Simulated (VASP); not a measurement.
Crystal: TlCl.

```
Tl Cl
1.0
     3.83883    0.00000    0.00000
     0.00000    3.83883    0.00000
     0.00000    0.00000    3.83883
Tl Cl
1 1
Cartesian
  0.0000 0.0000 0.0000
  1.9194 1.9194 1.9194
```

Base run:

- Program: VASP 6.6.1
- Functional: HSE06
- Potentials or basis: VASP PAW PBE potentials, release 64 (Tl_d, Cl)
- Cutoff: 400 eV
- k mesh: 4 × 4 × 4
- Occupations: gaussian, width 0.01 eV
- Spin: no spin polarisation

Its results: band gap on the k mesh 2.85 eV, direct; pressure 0.8 GPa.

Problem. The run is repeated on the same cell with these changes: functional from HSE06 to PBE; cutoff from 400 eV to 500 eV. What comes out?

Solution. Band gap on the k mesh 2.09 eV, direct; pressure 1.2 GPa.

HSE06 gives the wider gap, since exact exchange removes part of the self-interaction.

Caveats: spin-orbit coupling is left out, which moves the levels of the heavy elements; the PAW data sets were made with another functional, which shifts forces and pressure a little (some runs).

A k mesh can miss the band edges.
